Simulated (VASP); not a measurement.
# Ba8F15 (a cell with a defect) in VASP: single point with PBE

Aim: the single point of Ba8F15 (a cell with a defect) with PBE.

Everything below comes from runs of VASP 6.6.1. Logs are shortened: lines on timing, memory, paths and dates and some standing lists are left out, and cuts for length are marked.

**1. The cell of the first run**

The cell holds a defect, 23 atoms: a = 8.805 Å, b = 8.805 Å, c = 8.805 Å, α = 60.00°, β = 60.00°, γ = 60.00°.

**2. Single point, PBE (atoms taken out, then relaxed in part)**

INCAR reads:

```
SYSTEM = Ba8F15
  PREC = Accurate
  ENCUT = 520
  EDIFF = 1E-6
  ISMEAR = -1
  SIGMA = 0.01
  LREAL = .False.
  LASPH = .True.
  NELM = 120
  ALGO = Normal
  ISIF = 2
  LWAVE = .False.
  LCHARG = .False.
  GGA = PE
  NBANDS = 110
  NELECT = 184.0
  GGA_COMPAT = .False.
```

KPOINTS reads:

```
Automatic mesh
0
Gamma
  3 3 3
  0 0 0
```

POSCAR reads:

```
Ba8F15
1.0
    0.0000000000      6.2257308170      6.2257308170
    6.2257308170      0.0000000000      6.2257308170
    6.2257308170      6.2257308170      0.0000000000
Ba F
8 15
Direct
   -0.0045140912     -0.0045140912     -0.0045140912
   -0.0045140912     -0.0045140912      0.5135422735
   -0.0045140912      0.5135422735     -0.0045140912
    0.0030078081      0.4989973973      0.4989973973
    0.5135422735     -0.0045140912     -0.0045140912
    0.4989973973      0.0030078081      0.4989973973
    0.4989973973      0.4989973973      0.0030078081
    0.4989973973      0.4989973973      0.4989973973
    0.1241572648      0.1241572648      0.6258427352
    0.1241572648      0.6258427352      0.1241572648
    0.1241572648      0.6258427352      0.6258427352
    0.6258427352      0.1241572648      0.1241572648
    0.6258427352      0.1241572648      0.6258427352
    0.6258427352      0.6258427352      0.1241572648
    0.6250000000      0.6250000000      0.6250000000
    0.3750000000      0.3750000000      0.3750000000
    0.3611844527      0.3611844527      0.8888155473
    0.3611844527      0.8888155473      0.3611844527
    0.3611844527      0.8888155473      0.8888155473
    0.8888155473      0.3611844527      0.3611844527
    0.8888155473      0.3611844527      0.8888155473
    0.8888155473      0.8888155473      0.3611844527
    0.8750000000      0.8750000000      0.8750000000
```

Potentials or basis: VASP PAW PBE potentials, release 64 (Ba_sv, F).

Launch:

```sh
> cat potpaw_PBE.64/Ba_sv/POTCAR potpaw_PBE.64/F/POTCAR > POTCAR
> mpirun -np 1 vasp_std > vasp.out
```

OUTCAR:

```text
SYSTEM = Ba8F15
   PREC = Accurate
   ENCUT = 520
   EDIFF = 1E-6
   ISMEAR = -1
   LREAL = .False.
   LASPH = .True.
   NELM = 120
   ISIF = 2
   GGA = PE
   NELECT = 184.0

 ion  position               nearest neighbor table
   1  0.995  0.995  0.995-  23 2.60  21 2.64  22 2.64  19 2.64  10 2.66  12 2.66   9 2.66   3 4.24
                             5 4.24   2 4.24   4 4.40   6 4.40   6 4.40   7 4.40   4 4.40   7 4.40
   2  0.995  0.995  0.514-  23 2.60  22 2.64  18 2.64  20 2.64  11 2.66  13 2.66   9 2.66   3 4.24
                             5 4.24   1 4.24   6 4.40   4 4.40   8 4.40   8 4.40   4 4.40   6 4.40
   3  0.995  0.514  0.995-  23 2.60  21 2.64  17 2.64  20 2.64  14 2.66  11 2.66  10 2.66   2 4.24
                             5 4.24   1 4.24   7 4.40   4 4.40   8 4.40   8 4.40   4 4.40   7 4.40
   4  0.003  0.499  0.499-  16 2.67  11 2.69   9 2.69  10 2.69  15 2.72  21 2.80  22 2.80  20 2.80
                             8 4.37   6 4.37   7 4.37   3 4.40   2 4.40   1 4.40   1 4.40   3 4.40
   5  0.514  0.995  0.995-  23 2.60  19 2.64  17 2.64  18 2.64  14 2.66  13 2.66  12 2.66   2 4.24
                             3 4.24   1 4.24   7 4.40   6 4.40   8 4.40   8 4.40   6 4.40   7 4.40
   6  0.499  0.003  0.499-  16 2.67  13 2.69   9 2.69  12 2.69  15 2.72  19 2.80  22 2.80  18 2.80
                             8 4.37   4 4.37   7 4.37   2 4.40   5 4.40   1 4.40   1 4.40   5 4.40
   7  0.499  0.499  0.003-  16 2.67  14 2.69  10 2.69  12 2.69  15 2.72  19 2.80  21 2.80  17 2.80
                             8 4.37   4 4.37   6 4.37   3 4.40   5 4.40   1 4.40   1 4.40   5 4.40
   8  0.499  0.499  0.499-  16 2.67  13 2.69  14 2.69  11 2.69  15 2.72  17 2.80  18 2.80  20 2.80
                             7 4.37   4 4.37   6 4.37   3 4.40   5 4.40   2 4.40   5 4.40   2 4.40
   9  0.124  0.124  0.626-   1 2.66   2 2.66   4 2.69   6 2.69
  10  0.124  0.626  0.124-   1 2.66   3 2.66   4 2.69   7 2.69
  11  0.124  0.626  0.626-   2 2.66   3 2.66   4 2.69   8 2.69
  12  0.626  0.124  0.124-   1 2.66   5 2.66   6 2.69   7 2.69
  13  0.626  0.124  0.626-   2 2.66   5 2.66   6 2.69   8 2.69
  14  0.626  0.626  0.124-   3 2.66   5 2.66   7 2.69   8 2.69
  15  0.625  0.625  0.625-   8 2.72   6 2.72   7 2.72   4 2.72
  16  0.375  0.375  0.375-   4 2.67   6 2.67   7 2.67   8 2.67
  17  0.361  0.361  0.889-   3 2.64   5 2.64   8 2.80   7 2.80
  18  0.361  0.889  0.361-   2 2.64   5 2.64   8 2.80   6 2.80
  19  0.361  0.889  0.889-   5 2.64   1 2.64   6 2.80   7 2.80
  20  0.889  0.361  0.361-   2 2.64   3 2.64   8 2.80   4 2.80
  21  0.889  0.361  0.889-   3 2.64   1 2.64   4 2.80   7 2.80
  22  0.889  0.889  0.361-   2 2.64   1 2.64   4 2.80   6 2.80
  23  0.875  0.875  0.875-   1 2.60   2 2.60   3 2.60   5 2.60

  LATTYP: Found a face centered cubic cell.
 ALAT       =    12.4514616340

  Lattice vectors:

 A1 = (   0.0000000000,   6.2257308170,   6.2257308170)
 A2 = (   6.2257308170,   0.0000000000,   6.2257308170)
 A3 = (   6.2257308170,   6.2257308170,   0.0000000000)

Analysis of symmetry for initial positions (statically):
=====================================================================
 Subroutine PRICEL returns:
 Original cell was already a primitive cell.
[... 162 lines left out ...]
   IALGO  =     38    algorithm
   IMIX   =      4    mixing-type and parameters
     AMIX     =   0.40;   BMIX     =  1.00
     AMIX_MAG =   1.60;   BMIX_MAG =  1.00
  volume/ion in A,a.u.               =      20.98       141.60
  Fermi-wavevector in a.u.,A,eV,Ry     =   1.187081  2.243258 19.172811  1.409162
  Thomas-Fermi vector in A             =   2.323240
   LORBIT       =      0    0 simple, 1 ext, 2 COOP (PROOUT), +10 PAW based schemes
   GGA     = PE    functional components
   LHFCALC =     F    Hartree Fock is set to
   AEXX    =    0.0000 exact exchange contribution
   IVDW    =     0    specifies the selected vdW correction
   LEPSILON=     F    determine dielectric tensor
   LRPA    =     F    only Hartree local field effects (RPA)
 non-spin polarized calculation
  energy-cutoff  :      520.00
  volume of cell :      482.62
 maximum number of plane-waves:     13027
 NGX is ok and might be reduce to    70
   NGX = 33   NGY = 33   NGZ = 33

 number of electron     184.0000049 magnetization

 Free energy of the ion-electron system (eV)
  ---------------------------------------------------
  ext. energy  EPLUGINS =         0.00000000
  ---------------------------------------------------
  free energy    TOTEN  =      -132.24305071 eV

  energy without entropy =     -132.24305071  energy(sigma->0) =     -132.24305071

 E-fermi :  -1.8780     XC(G=0):  -8.4527

 val. band max:       -2.1188786162   @ k =   0.3333   0.3333   0.0000
 cond. band min:       3.7612924342   @ k =   0.0000   0.0000   0.0000
 fundamental gap:      5.8801710504
 Fermi energy:        -1.8780396832

 k-point     1 :       0.0000    0.0000    0.0000
  band No.  band energies     occupation
      1     -25.3130      2.00000
      2     -25.1140      2.00000
      3     -25.1140      2.00000
      4     -25.1140      2.00000
      5     -25.0993      2.00000
      6     -25.0223      2.00000
[... 417 lines left out ...]
    103       6.9421      0.00000
    104       7.0299      0.00000
 [bands above 104 left out]

------------------------ aborting loop because EDIFF is reached ----------------------------------------

  FORCE on cell =-STRESS in cart. coord.  units (eV):
  Direction    XX          YY          ZZ          XY          YZ          ZX
  --------------------------------------------------------------------------------------
  -------------------------------------------------------------------------------------
  Total        0.0501510      0.0501510      0.0501510      0.0000000     -0.0000000     -0.0000000
  in kB        0.1664904      0.1664904      0.1664904      0.0000000     -0.0000000     -0.0000000
  external PRESSURE =       0.1664904 kB  Pullay stress =       0.0000000 kB

 VOLUME and BASIS-vectors are now :
 -----------------------------------------------------------------------------
  energy-cutoff  :      520.00
  volume of cell :      482.62
      direct lattice vectors                 reciprocal lattice vectors
     0.000000000  6.225730817  6.225730817    -0.080311857  0.080311857  0.080311857
     6.225730817  0.000000000  6.225730817     0.080311857 -0.080311857  0.080311857
     6.225730817  6.225730817  0.000000000     0.080311857  0.080311857 -0.080311857

 POSITION                                       TOTAL-FORCE (eV/Angst)
 -----------------------------------------------------------------------------------
     12.39525     12.39525     12.39525         0.020620      0.020620      0.020620
      9.39480      9.39480     12.39525        -0.020620     -0.020620      0.020620
      9.39480     12.39525      9.39480        -0.020620      0.020620     -0.020620
      6.21325      3.12535      3.12535         0.038135     -0.038135     -0.038135
     12.39525      9.39480      9.39480         0.020620     -0.020620     -0.020620
      3.12535      6.21325      3.12535        -0.038135      0.038135     -0.038135
[... 15 lines left out ...]
      7.78216      7.78216     11.06705         0.000000     -0.000000     -0.026546
     10.89503     10.89503     10.89503         0.000000     -0.000000     -0.000000
 -----------------------------------------------------------------------------------
    total drift:                               -0.000009     -0.000009     -0.000009

  FREE ENERGIE OF THE ION-ELECTRON SYSTEM (eV)
  ---------------------------------------------------
  free  energy   TOTEN  =      -132.2430507088 eV

  energy  without entropy=     -132.2430507088  energy(sigma->0) =     -132.24305071
```

OSZICAR:

```text
N       E                     dE             d eps       ncg     rms          rms(c)
DAV:   1     0.153087333026E+04    0.15309E+04   -0.95844E+04   880   0.155E+03
DAV:   2    -0.237512268965E+02   -0.15546E+04   -0.15188E+04  1128   0.351E+02
DAV:   3    -0.140216172087E+03   -0.11646E+03   -0.11596E+03  1008   0.104E+02
DAV:   4    -0.145652031669E+03   -0.54359E+01   -0.54314E+01  1320   0.179E+01
DAV:   5    -0.145711385650E+03   -0.59354E-01   -0.59347E-01  1192   0.234E+00    0.235E+01
DAV:   6    -0.131888701834E+03    0.13823E+02   -0.67917E+01  1128   0.283E+01    0.115E+01
DAV:   7    -0.132087700013E+03   -0.19900E+00   -0.58195E+00  1152   0.750E+00    0.647E+00
DAV:   8    -0.132166465570E+03   -0.78766E-01   -0.10692E+00  1016   0.424E+00    0.165E+00
DAV:   9    -0.132205952410E+03   -0.39487E-01   -0.41286E-01  1032   0.193E+00    0.408E-01
DAV:  10    -0.132236149140E+03   -0.30197E-01   -0.33258E-02   994   0.631E-01    0.290E-01
DAV:  11    -0.132242863450E+03   -0.67143E-02   -0.94997E-03  1024   0.325E-01    0.137E-01
DAV:  12    -0.132243029766E+03   -0.16632E-03   -0.39762E-03  1098   0.218E-01    0.739E-02
DAV:  13    -0.132243024940E+03    0.48259E-05   -0.60093E-04  1008   0.873E-02    0.310E-02
DAV:  14    -0.132243072235E+03   -0.47295E-04   -0.35875E-04  1018   0.815E-02    0.356E-02
DAV:  15    -0.132243048649E+03    0.23586E-04   -0.10448E-04  1120   0.547E-02    0.108E-02
DAV:  16    -0.132243049994E+03   -0.13450E-05   -0.24900E-05   928   0.163E-02    0.221E-03
DAV:  17    -0.132243050709E+03   -0.71463E-06   -0.16098E-06   656   0.529E-03
   1 F= -.13224305E+03 E0= -.13224305E+03  d E =-.146821E-10
```

stdout:

```text
POSCAR found type information on POSCAR BaF
 POSCAR found :  2 types and      23 ions
 scaLAPACK will be used
 -----------------------------------------------------------------------------
|                                                                             |
|                                                                             |
|     You have a (more or less) 'large supercell' and for larger cells it     |
|     might be more efficient to use real-space projection operators.         |
|     Therefore, try LREAL= Auto in the INCAR file.                           |
|     Mind: For very accurate calculation, you might also keep the            |
|     reciprocal projection scheme (i.e. LREAL=.FALSE.).                      |
|                                                                             |
 -----------------------------------------------------------------------------

 LDA part: xc-table for (Slater+PW92), standard interpolation
 POSCAR, INCAR and KPOINTS ok, starting setup
 FFT: planning ... GRIDC
 FFT: planning ... GRID_SOFT
 FFT: planning ... GRID
 WAVECAR not read
 entering main loop
 the old and the new charge density differ
 old charge density:   185.00000 new  184.00001
    0.235E+01
```

Wall time 11 min (1 thread of Oxide Virtual Turin-like, shared host); peak memory 0.72 GiB.

Results:

```
Free energy   : -132.2431 eV
Largest force : 0.066 eV/Å
```

Forces on the atoms (eV/Å):
```
Ba   0.021  0.021  0.021
Ba  -0.021 -0.021  0.021
Ba  -0.021  0.021 -0.021
Ba   0.038 -0.038 -0.038
Ba   0.021 -0.021 -0.021
Ba  -0.038  0.038 -0.038
Ba  -0.038 -0.038  0.038
Ba   0.038  0.038  0.038
F    0.000  0.000  0.020
F    0.000  0.020  0.000
F   -0.020  0.000  0.000
F    0.020  0.000  0.000
F    0.000 -0.020  0.000
F    0.000  0.000 -0.020
F    0.000  0.000  0.000
F    0.000  0.000  0.000
F    0.000  0.000  0.027
F    0.000  0.027  0.000
F   -0.027  0.000  0.000
F    0.027  0.000  0.000
F    0.000 -0.027  0.000
F    0.000  0.000 -0.027
F    0.000  0.000  0.000
```

Caveat: the cell carries a net charge on a neutralising background, which shifts energy and pressure; the cell differs from its parent crystal (atoms taken out, then relaxed in part); the cell is charged against a uniform background, so pressure and absolute levels hang on convention; spin-orbit coupling is left out, which moves the levels of the heavy elements.
